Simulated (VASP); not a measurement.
# SrO (e600) (Fm-3m) in VASP: notebook, part 2 of 2

VASP 6.6.1. The steps go on from the part before.

## 4. Single point, PBEsol

This run uses another cell than the first one, of 16.80 Å³/atom, 0.978 times its volume.

The input, INCAR:

```
SYSTEM = SrO
  ALGO = Normal
  EDIFF = 1E-6
  ENCUT = 600
  GGA = PS
  GGA_COMPAT = .False.
  ISIF = 2
  ISMEAR = 0
  LASPH = .True.
  LCHARG = .False.
  LREAL = .False.
  LWAVE = .False.
  NBANDS = 15
  NELM = 120
  PREC = Accurate
  SIGMA = 0.01
```

The input, KPOINTS:

```
k-points
0
Gamma
  6 6 6
  0 0 0
```

The input, POSCAR:

```
SrO
1.0
    0.0000000000      2.5612796254      2.5612796254
    2.5612796254      0.0000000000      2.5612796254
    2.5612796254      2.5612796254      0.0000000000
Sr O
1 1
Direct
    0.0000000000      0.0000000000      0.0000000000
    0.5000000000      0.5000000000      0.5000000000
```

Potentials or basis: VASP PAW PBE potentials, release 64 (Sr_sv, O).

Run with:

```
$ cat potpaw_PBE.64/Sr_sv/POTCAR potpaw_PBE.64/O/POTCAR > POTCAR
$ mpirun -np 1 vasp_std > vasp.out
```

OUTCAR:

```text
SYSTEM = SrO
   EDIFF = 1E-6
   ENCUT = 600
   GGA = PS
   ISIF = 2
   ISMEAR = 0
   LASPH = .True.
   LREAL = .False.
   NELM = 120
   PREC = Accurate

 ion  position               nearest neighbor table
   1  0.000  0.000  0.000-   2 2.56   2 2.56   2 2.56   2 2.56   2 2.56   2 2.56
   2  0.500  0.500  0.500-   1 2.56   1 2.56   1 2.56   1 2.56   1 2.56   1 2.56

  LATTYP: Found a face centered cubic cell.
 ALAT       =     5.1225592508

  Lattice vectors:

 A1 = (   0.0000000000,   2.5612796254,   2.5612796254)
 A2 = (   2.5612796254,   0.0000000000,   2.5612796254)
 A3 = (   2.5612796254,   2.5612796254,   0.0000000000)

Analysis of symmetry for initial positions (statically):
=====================================================================
 Subroutine PRICEL returns:
 Original cell was already a primitive cell.

 Routine SETGRP: Setting up the symmetry group for a
 face centered cubic supercell.

 Subroutine GETGRP returns: Found 48 space group operations
[... 9 lines left out ...]

 Routine SETGRP: Setting up the symmetry group for a
 face centered cubic supercell.

 Subroutine GETGRP returns: Found 48 space group operations
[... 11 lines left out ...]
                                     Primitive cell

  volume of cell :      33.6048

  direct lattice vectors                    reciprocal lattice vectors
     0.000000000  2.561279625  2.561279625    -0.195214921  0.195214921  0.195214921
     2.561279625  0.000000000  2.561279625     0.195214921 -0.195214921  0.195214921
     2.561279625  2.561279625  0.000000000     0.195214921  0.195214921 -0.195214921

  length of vectors
     3.622196383  3.622196383  3.622196383     0.338122162  0.338122162  0.338122162

  position of ions in fractional coordinates (direct lattice)
     0.000000000  0.000000000  0.000000000
     0.500000000  0.500000000  0.500000000

  ion indices of the primitive-cell ions
   primitive index   ion index
                 1           1
                 2           2

----------------------------------------------------------------------------------------

 KPOINTS: k-points

Automatic generation of k-mesh.
 Grid dimensions read from file:
 generate k-points for:    6    6    6

 Generating k-lattice:

  Cartesian coordinates                     Fractional coordinates (reciprocal lattice)
    -0.032535820  0.032535820  0.032535820     0.166666667  0.000000000  0.000000000
     0.032535820 -0.032535820  0.032535820     0.000000000  0.166666667  0.000000000
     0.032535820  0.032535820 -0.032535820     0.000000000  0.000000000  0.166666667

  Length of vectors
     0.056353694  0.056353694  0.056353694

  Shift w.r.t. Gamma in fractional coordinates (k-lattice)
     0.000000000  0.000000000  0.000000000

 Subroutine IBZKPT returns following result:
 ===========================================

 Found     16 irreducible k-points:

 Following reciprocal coordinates:
            Coordinates               Weight
  0.000000  0.000000  0.000000      1.000000
  0.166667  0.000000  0.000000      8.000000
  0.333333  0.000000  0.000000      8.000000
  0.500000  0.000000  0.000000      4.000000
  0.166667  0.166667  0.000000      6.000000
  0.333333  0.166667  0.000000     24.000000
[... 8 lines left out ...]
 -0.333333  0.333333  0.166667     24.000000
 -0.333333  0.500000  0.166667     12.000000
   k-points           NKPTS =     16   k-points in BZ     NKDIM =     16   number of bands    NBANDS=     15
   number of dos      NEDOS =    301   number of ions     NIONS =      2
   total plane-waves  NPLWV =  27000
   dimension x,y,z NGX =    30 NGY =   30 NGZ =   30
   dimension x,y,z NGXF=    60 NGYF=   60 NGZF=   60
   ions per type =               1   1
   NGX,Y,Z   is equivalent  to a cutoff of  13.77, 13.77, 13.77 a.u.
   NGXF,Y,Z  is equivalent  to a cutoff of  27.54, 27.54, 27.54 a.u.
 SYSTEM =  SrO
   PREC   = accura    normal or accurate (medium, high low for compatibility)
   ISTART =      0    job   : 0-new  1-cont  2-samecut
   ICHARG =      2    charge: 1-file 2-atom 10-const
   ISPIN  =      1    spin polarized calculation?
   LNONCOLLINEAR =      F non collinear calculations
   LSORBIT =      F    spin-orbit coupling
   LASPH  =      T    aspherical Exc in radial PAW
   ENCUT  =  600.0 eV  44.10 Ry    6.64 a.u.   7.23  7.23  7.23*2*pi/ulx,y,z
   NELM   =    120;   NELMIN=  2; NELMDL= -5     # of ELM steps
   EDIFF  = 0.1E-05   stopping-criterion for ELM
   LREAL  =      F    real-space projection
   EDIFFG = 0.1E-04   stopping-criterion for IOM
   NSW    =      0    number of steps for IOM
   IBRION =     -1    ionic relax: 0-MD 1-quasi-New 2-CG
   NFREE  =      0    steps in history (QN), initial steepest desc. (CG)
   ISIF   =      2    stress and relaxation
   ISYM   =      2    0-nonsym 1-usesym 2-fastsym
   POTIM  = 0.5000    time-step for ionic-motion
   TEBEG  =    0.0;   TEEND  =   0.0 temperature during run
   PSTRESS=    0.0 pullay stress
   NELECT =      16.0000    total number of electrons
   NUPDOWN=      -1.0000    fix difference up-down
   EMIN   =  10.00;   EMAX   =-10.00  energy-range for DOS
   EFERMI =   0.00;   METHOD = LEGACY
   ISMEAR =     0;   SIGMA  =   0.01  broadening in eV -4-tet -1-fermi 0-gaus
   EFERMI_NEDOS =   21; number of points for ismear=-14 and -15
   IALGO  =     38    algorithm
   IMIX   =      4    mixing-type and parameters
     AMIX     =   0.40;   BMIX     =  1.00
     AMIX_MAG =   1.60;   BMIX_MAG =  1.00
  volume/ion in A,a.u.               =      16.80       113.39
  Fermi-wavevector in a.u.,A,eV,Ry     =   1.278344  2.415720 22.234152  1.634164
  Thomas-Fermi vector in A             =   2.410892
   LORBIT       =      0    0 simple, 1 ext, 2 COOP (PROOUT), +10 PAW based schemes
   GGA     = PS    functional components
   LHFCALC =     F    Hartree Fock is set to
   AEXX    =    0.0000 exact exchange contribution
   IVDW    =     0    specifies the selected vdW correction
   LEPSILON=     F    determine dielectric tensor
   LRPA    =     F    only Hartree local field effects (RPA)
 non-spin polarized calculation
 Gauss-broadening in eV      SIGMA  =   0.01
  energy-cutoff  :      600.00
  volume of cell :       33.60
 maximum number of plane-waves:      1139
 NGX is ok and might be reduce to    30
   NGX = 15   NGY = 15   NGZ = 15

 number of electron      15.9999997 magnetization

 Free energy of the ion-electron system (eV)
  ---------------------------------------------------
  ext. energy  EPLUGINS =         0.00000000
  ---------------------------------------------------
  free energy    TOTEN  =       -12.64044390 eV

  energy without entropy =      -12.64044390  energy(sigma->0) =      -12.64044390

 E-fermi :   1.7105     XC(G=0): -10.3317

 val. band max:        1.5415661335   @ k =   0.0000   0.0000   0.0000
 cond. band min:       4.6892981586   @ k =   0.5000   0.5000   0.0000
 fundamental gap:      3.1477320251
 Fermi energy:         1.7104988610

 k-point     1 :       0.0000    0.0000    0.0000
  band No.  band energies     occupation
      1     -30.6560      2.00000
      2     -13.4706      2.00000
      3     -12.2965      2.00000
      4     -12.2965      2.00000
      5     -12.2965      2.00000
      6       1.5416      2.00000
      7       1.5416      2.00000
      8       1.5416      2.00000
      9       5.4451      0.00000
     10       7.7279      0.00000
     11       7.7279      0.00000
     12       7.7279      0.00000
     13       9.9490      0.00000
     14       9.9490      0.00000
     15      14.0812      0.00000
[... 253 lines left out ...]
 k-point    16 :      -0.3333    0.5000    0.1667
  band No.  band energies     occupation
      1     -30.4620      2.00000
      2     -14.0344      2.00000
      3     -13.1708      2.00000
      4     -12.8542      2.00000
      5     -11.9049      2.00000
      6       0.6310      2.00000
      7       1.0899      2.00000
      8       1.2043      2.00000
      9       6.1091      0.00000
     10       9.1033      0.00000
     11      10.0682      0.00000
     12      12.6642      0.00000
     13      12.8064      0.00000
     14      14.5270      0.00000
     15      15.0981      0.00000

------------------------ aborting loop because EDIFF is reached ----------------------------------------

  FORCE on cell =-STRESS in cart. coord.  units (eV):
  Direction    XX          YY          ZZ          XY          YZ          ZX
  --------------------------------------------------------------------------------------
  -------------------------------------------------------------------------------------
  Total        0.1159217      0.1159217      0.1159217     -0.0000000     -0.0000000     -0.0000000
  in kB        5.5268083      5.5268083      5.5268083     -0.0000000     -0.0000000     -0.0000000
  external PRESSURE =       5.5268083 kB  Pullay stress =       0.0000000 kB

 VOLUME and BASIS-vectors are now :
 -----------------------------------------------------------------------------
  energy-cutoff  :      600.00
  volume of cell :       33.60
      direct lattice vectors                 reciprocal lattice vectors
     0.000000000  2.561279625  2.561279625    -0.195214921  0.195214921  0.195214921
     2.561279625  0.000000000  2.561279625     0.195214921 -0.195214921  0.195214921
     2.561279625  2.561279625  0.000000000     0.195214921  0.195214921 -0.195214921

 POSITION                                       TOTAL-FORCE (eV/Angst)
 -----------------------------------------------------------------------------------
      0.00000      0.00000      0.00000        -0.000000     -0.000000     -0.000000
      2.56128      2.56128      2.56128         0.000000      0.000000      0.000000
 -----------------------------------------------------------------------------------
    total drift:                                0.000000      0.000000      0.000000

  FREE ENERGIE OF THE ION-ELECTRON SYSTEM (eV)
  ---------------------------------------------------
  free  energy   TOTEN  =       -12.6404438990 eV

  energy  without entropy=      -12.6404438990  energy(sigma->0) =      -12.64044390
```

It took 20 s on 1 thread of Intel Xeon 6975P-C, shared host; peak memory 0.17 GiB.

Results:

* Free energy: -12.6404 eV
* Pressure: 0.6 GPa
* Band gap on the k mesh: 3.15 eV, indirect (least direct gap 3.23 eV)

Caveat: the PAW data sets were made with another functional, which shifts forces and pressure a little. A k mesh can miss the band edges.

## 5. Single point, PBEsol

This run uses another cell than the first one, of 16.80 Å³/atom, 0.978 times its volume.

The input, INCAR:

```
ALGO = Normal
EDIFF = 1E-6
ENCUT = 600
GGA = PS
GGA_COMPAT = F
ISIF = 2
ISMEAR = 0
LASPH = T
LCHARG = F
LREAL = F
LWAVE = F
NBANDS = 15
NELM = 120
PREC = Accurate
SIGMA = 0.01
```

The input, KPOINTS:

```
k-points
0
Gamma
  6 6 6
```

POSCAR is that of step 4.

Run with:

```
$ cat potpaw_PBE.64/Sr_sv/POTCAR potpaw_PBE.64/O/POTCAR > POTCAR
$ mpirun -np 1 vasp_std > vasp.out
```

Run time: 14 s. Hardware: 1 thread of Intel Xeon 6975P-C, shared host; peak memory 0.17 GiB.

The run converged. Its results:

```yaml
Free_energy: -12.6404 eV
Pressure: 0.6 GPa
Band_gap_on_the_k_mesh: 3.15 eV, indirect (least direct gap 3.23 eV)
```

Levels at points of the mesh, in eV from the valence-band top:
```
           k point  band 4  band 5  band 6  band 7  band 8  band 9  band 10  band 11  band 12  band 13
(0.00, 0.00, 0.00)  -13.84  -13.84    0.00    0.00    0.00    3.90     6.19     6.19     6.19     8.41
(0.50, 0.00, 0.00)  -13.92  -12.64   -2.25   -1.18   -1.18    6.54     8.38     8.91     8.91    12.07
(0.50, 0.50, 0.00)  -14.23  -14.23   -0.42   -0.08   -0.08    3.15     7.85    10.27    10.32    11.25
```

Caveat: the PAW data sets were made with another functional, which shifts forces and pressure a little.

## 6. Overview

```csv
cell,smearing,gap on the mesh (eV),pressure (GPa)
"a = 3.649 Å, angles 60.0°, 2 atoms",gaussian 0.1 eV,3.16,-1.5
"a = 3.622 Å, angles 60.0°, 2 atoms",gaussian 0.02 eV,3.15,0.6
"a = 3.622 Å, angles 60.0°, 2 atoms",gaussian 0.01 eV,3.15,0.6
```

Alike in all rows: task single point; level PBEsol; potentials or basis VASP PAW PBE potentials, release 64 (Sr_sv, O); no spin polarisation; k mesh 6 × 6 × 6; cutoff (eV) 600.

Caveats: the PAW data sets were made with another functional, which shifts forces and pressure a little.

Absolute energies hang on the potentials; compare differences alone.
